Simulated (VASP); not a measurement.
# Ag (Fm-3m) in VASP: a series of runs, part 2 of 2

VASP 6.6.1.

## Step 3: Relaxation of cell and atoms, r2SCAN, target pressure 2 GPa, at which the enthalpy is minimised

This run uses another cell than the first one, of 16.95 Å³/atom.

Contents of POSCAR:

```
Ag
1.0
    0.0000000000      2.0388031100      2.0388031100
    2.0388031100      0.0000000000      2.0388031100
    2.0388031100      2.0388031100      0.0000000000
Ag
1
Direct
    0.0000000000      0.0000000000      0.0000000000
```

Contents of INCAR.step1:

```
  PREC = Accurate
  ENCUT = 600
  ISMEAR = 0
  SIGMA = 0.1
  LREAL = False
  LASPH = True
  NELM = 100
  GGA = PE
  ALGO = Normal
  EDIFF = 1E-4
  LWAVE = True
  LCHARG = False
```

Contents of INCAR.step2:

```
  PREC = Accurate
  ENCUT = 600
  EDIFF = 1E-6
  ISMEAR = 0
  SIGMA = 0.1
  LREAL = False
  LASPH = True
  NELM = 100
  ALGO = Normal
  ISIF = 3
  LWAVE = False
  LCHARG = False
  METAGGA = R2SCAN
  LMIXTAU = True
  IBRION = 2
  NSW = 70
  EDIFFG = -0.008
  PSTRESS = 20.0
  ISTART = 1
```

Contents of KPOINTS:

```
regular mesh
0
Gamma
  18 18 18
```

Potentials or basis: VASP PAW PBE potentials, release 64 (Ag).

Command:

```
$ cat potpaw_PBE.64/Ag/POTCAR > POTCAR
$ cp INCAR.step1 INCAR
$ mpirun -np 1 vasp_std > vasp.out
$ cp INCAR.step2 INCAR
$ mpirun -np 1 vasp_std > vasp.out
```

OUTCAR:

```text
PREC = Accurate
   ENCUT = 600
   EDIFF = 1E-6
   ISMEAR = 0
   LREAL = False
   LASPH = True
   NELM = 100
   ISIF = 3
   METAGGA = R2SCAN
   IBRION = 2
   NSW = 70
   EDIFFG = -0.008
   PSTRESS = 20.0
   ISTART = 1

 ion  position               nearest neighbor table
   1  0.000  0.000  0.000-

  LATTYP: Found a face centered cubic cell.
 ALAT       =     4.0776062200

  Lattice vectors:

 A1 = (   0.0000000000,   2.0388031100,   2.0388031100)
 A2 = (   2.0388031100,   0.0000000000,   2.0388031100)
 A3 = (   2.0388031100,   2.0388031100,   0.0000000000)

Analysis of symmetry for initial positions (statically):
=====================================================================
 Subroutine PRICEL returns:
 Original cell was already a primitive cell.

 Routine SETGRP: Setting up the symmetry group for a
 face centered cubic supercell.

 Subroutine GETGRP returns: Found 48 space group operations
 (whereof 48 operations were pure point group operations)
 out of a pool of 48 trial point group operations.

The static configuration has the point symmetry O_h .

Analysis of symmetry for dynamics (positions and initial velocities):
[... 163 lines left out ...]
  Direction    XX          YY          ZZ          XY          YZ          ZX
  --------------------------------------------------------------------------------------
  -------------------------------------------------------------------------------------
  Total        0.2425206      0.2425206      0.2425206      0.0000000      0.0000000     -0.0000000
  in kB       22.9246845     22.9246845     22.9246845      0.0000000      0.0000000     -0.0000000
  external PRESSURE =       2.9246845 kB  Pullay stress =      20.0000000 kB
[... 61 lines left out ...]
--------------------------------------- Ionic step        3  -------------------------------------------

 number of electron      10.9999999 magnetization

 Free energy of the ion-electron system (eV)
  ---------------------------------------------------
  ext. energy  EPLUGINS =         0.00000000
  ---------------------------------------------------
  free energy    TOTEN  =       -21.35821912 eV

  energy without entropy =      -21.35725305  energy(sigma->0) =      -21.35773609

 E-fermi :   8.4464     XC(G=0): -12.9931

 val. band max:        8.4127254731   @ k =   0.5000   0.1667   0.0556
 cond. band min:       8.5800687962   @ k =   0.5000   0.3333   0.1111
 fundamental gap:      0.1673433232
 Fermi energy:         8.4463899454

 k-point     1 :       0.0000    0.0000    0.0000
  band No.  band energies     occupation
      1       0.4937      2.00000
      2       3.3273      2.00000
      3       3.3273      2.00000
      4       3.3273      2.00000
      5       4.3791      2.00000
      6       4.3791      2.00000
      7      25.1445      0.00000
      8      28.8967      0.00000
      9      28.8967      0.00000
[... 265 lines left out ...]
 k-point    24 :      -0.2222    0.0556    0.0000
  band No.  band energies     occupation
      1       1.8843      2.00000
      2       3.3815      2.00000
      3       3.5761      2.00000
      4       3.6240      2.00000
      5       4.3344      2.00000
      6       4.7239      2.00000
      7      20.5029      0.00000
      8      25.3656      0.00000
      9      27.8776      0.00000

 [... further k-points ...]
[... 5 lines left out ...]
  --------------------------------------------------------------------------------------
  -------------------------------------------------------------------------------------
  Total        0.2154170      0.2154170      0.2154170     -0.0000000     -0.0000000      0.0000000
  in kB       20.3137449     20.3137449     20.3137449     -0.0000000     -0.0000000      0.0000000
  external PRESSURE =       0.3137449 kB  Pullay stress =      20.0000000 kB
[... 20 lines left out ...]
  energy  without entropy=      -21.3572530544  energy(sigma->0) =      -21.35773609

  enthalpy is  TOTEN    =       -21.1461292032 eV   P V=        0.2120899216

 reached required accuracy - stopping structural energy minimisation
```

OUTCAR.step1:

```text
PREC = Accurate
   ENCUT = 600
   ISMEAR = 0
   LREAL = False
   LASPH = True
   NELM = 100
[... 502 lines left out ...]

 POSITION                                       TOTAL-FORCE (eV/Angst)
 -----------------------------------------------------------------------------------
      0.00000      0.00000      0.00000         0.000000     -0.000000      0.000000
 -----------------------------------------------------------------------------------
    total drift:                               -0.000000      0.000000     -0.000000

  FREE ENERGIE OF THE ION-ELECTRON SYSTEM (eV)
  ---------------------------------------------------
  free  energy   TOTEN  =        -2.7068578140 eV

  energy  without entropy=       -2.7058814436  energy(sigma->0) =       -2.70636963
```

Run time: 73 s. Hardware: 1 thread of Intel Xeon 6975P-C (Granite Rapids), shared host; peak memory 0.18 GiB.

Results:

```
Free energy                                                : -21.3582 eV
Relaxed volume                                             : 16.99 Å³/atom
Relaxed cell                                               : a = 2.886 Å, b = 2.886 Å, c = 2.886 Å, α = 60.00°, β = 60.00°, γ = 60.00°
Space group after relaxing (to 0.1 Å)                      : Fm-3m (No. 225)
Energy change on relaxing (the run minimises the enthalpy) : -0.5 meV/atom
Ionic steps                                                : 3
Pressure after relaxing                                    : 2.0 GPa
Band gap on the k mesh                                     : zero (an odd number of electrons rules out a gap without spin polarisation)
```

Step by step:
```csv
step,energy change (eV),largest force (eV/Å),pressure (GPa),volume (Å³)
1,0.0000,0.0000,2.29,16.95
2,-0.0010,0.0000,1.75,17.03
3,-0.0005,0.0000,2.03,16.99
```

Final structure:
```xyz
1
Lattice="0.0000 2.0404 2.0404 2.0404 0.0000 2.0404 2.0404 2.0404 0.0000" Properties=species:S:1:pos:R:3 pbc="T T T"
Ag    0.0000    0.0000    0.0000
```

Levels at points of the mesh, in eV from the Fermi level:
| k point | band 2 | band 3 | band 4 | band 5 | band 6 | band 7 | band 8 | band 9 |
| --- | --- | --- | --- | --- | --- | --- | --- | --- |
| (0.00, 0.00, 0.00) | -5.12 | -5.12 | -5.12 | -4.07 | -4.07 | 16.70 | 20.45 | 20.45 |
| (0.50, 0.00, 0.00) | -5.15 | -5.15 | -3.25 | -3.25 | -0.31 | 3.76 | 15.94 | 18.69 |
| (0.50, 0.50, 0.00) | -6.66 | -3.28 | -3.03 | -3.03 | 1.76 | 7.04 | 11.19 | 11.20 |

Caveat: the cell is relaxed towards a set pressure, so the run minimises the enthalpy, not the energy; the PAW data sets were made with another functional, which shifts forces and pressure a little.

## Step 4: Relaxation of cell and atoms, r2SCAN, target pressure -2 GPa, at which the enthalpy is minimised

This run uses another cell than the first one, of 17.61 Å³/atom.

Contents of POSCAR:

```
Ag
1.0
    0.0000000000      2.0651094575      2.0651094575
    2.0651094575      0.0000000000      2.0651094575
    2.0651094575      2.0651094575      0.0000000000
Ag
1
Direct
    0.0000000000      0.0000000000      0.0000000000
```

Contents of INCAR.step1:

```
SYSTEM = Ag
PREC = Accurate ; ENCUT = 600
ISMEAR = 0 ; SIGMA = 0.1
LREAL = .FALSE. ; LASPH = .TRUE.
NELM = 100 ; GGA = PE
ALGO = Normal ; EDIFF = 1E-4
LWAVE = .TRUE. ; LCHARG = .FALSE.
```

Contents of INCAR.step2:

```
SYSTEM = Ag
PREC = Accurate ; ENCUT = 600
EDIFF = 1E-6 ; ISMEAR = 0
SIGMA = 0.1 ; LREAL = .FALSE.
LASPH = .TRUE. ; NELM = 100
ALGO = Normal ; ISIF = 3
LWAVE = .FALSE. ; LCHARG = .FALSE.
METAGGA = R2SCAN ; LMIXTAU = .TRUE.
IBRION = 2 ; NSW = 70
EDIFFG = -0.008 ; PSTRESS = -20.0
ISTART = 1
```

Contents of KPOINTS:

```
Automatic mesh
0
G
  18 18 18
  0 0 0
```

Command:

```
$ cat potpaw_PBE.64/Ag/POTCAR > POTCAR
$ cp INCAR.step1 INCAR
$ mpirun -np 1 vasp_std > vasp.out
$ cp INCAR.step2 INCAR
$ mpirun -np 1 vasp_std > vasp.out
```

It took 79 s on 1 thread of Intel Xeon 6975P-C (Granite Rapids), shared host; peak memory 0.18 GiB.

The run converged. Its results:

```yaml
Free_energy: -21.3582 eV
Relaxed_volume: 17.66 Å³/atom
Relaxed_cell: a = 2.923 Å, b = 2.923 Å, c = 2.923 Å, α = 60.00°, β = 60.00°, γ = 60.00°
Space_group_after_relaxing_to_0.1_Å: Fm-3m (No. 225)
Energy_change_on_relaxing_the_run_minimises_the_enthalpy: +0.5 meV/atom
Ionic_steps: 3
Pressure_after_relaxing: -2.0 GPa
Band_gap_on_the_k_mesh: zero (an odd number of electrons rules out a gap without spin polarisation)
```

The path:
| step | energy change (eV) | largest force (eV/Å) | pressure (GPa) | volume (Å³) |
| --- | --- | --- | --- | --- |
| 1 | 0.0000 | 0.0000 | -1.77 | 17.61 |
| 2 | 0.0008 | 0.0000 | -2.13 | 17.68 |
| 3 | 0.0005 | 0.0000 | -1.98 | 17.66 |

Final structure:
```
Ag
1.0
     0.00000    2.06674    2.06674
     2.06674    0.00000    2.06674
     2.06674    2.06674    0.00000
Ag
1
Cartesian
  0.0000 0.0000 0.0000
```

Levels at points of the mesh, in eV from the Fermi level:
```tsv
k point	band 2	band 3	band 4	band 5	band 6	band 7	band 8	band 9
(0.00, 0.00, 0.00)	-4.99	-4.99	-4.99	-4.01	-4.01	16.59	20.10	20.10
(0.50, 0.00, 0.00)	-5.01	-5.01	-3.24	-3.24	-0.21	3.54	15.82	18.26
(0.50, 0.50, 0.00)	-6.43	-3.28	-3.04	-3.04	1.79	6.72	10.98	10.98
```

Caveat: the cell is relaxed towards a set pressure, so the run minimises the enthalpy, not the energy; the PAW data sets were made with another functional, which shifts forces and pressure a little.

## Step 5: Summary

```tsv
cell	gap on the mesh (eV)	pressure (GPa)
relaxed to 5 GPa from a = 2.859 Å, angles 60.0°, 1 atom	none	5.0
relaxed to 2 GPa from a = 2.883 Å, angles 60.0°, 1 atom	none	2.0
relaxed to -2 GPa from a = 2.921 Å, angles 60.0°, 1 atom	none	-2.0
```

Alike in all rows: task relaxation of cell and atoms; level r2SCAN; potentials or basis VASP PAW PBE potentials, release 64 (Ag); no spin polarisation; k mesh 18 × 18 × 18; cutoff (eV) 600; smearing gaussian 0.1 eV.

Caveats: the cell is relaxed towards a set pressure, so the run minimises the enthalpy, not the energy; the PAW data sets were made with another functional, which shifts forces and pressure a little.

Total energies depend on the potentials used, so only differences within one code and one set of settings carry meaning.

The gap in the log of VASP goes by the Fermi energy; the results here count the filled bands.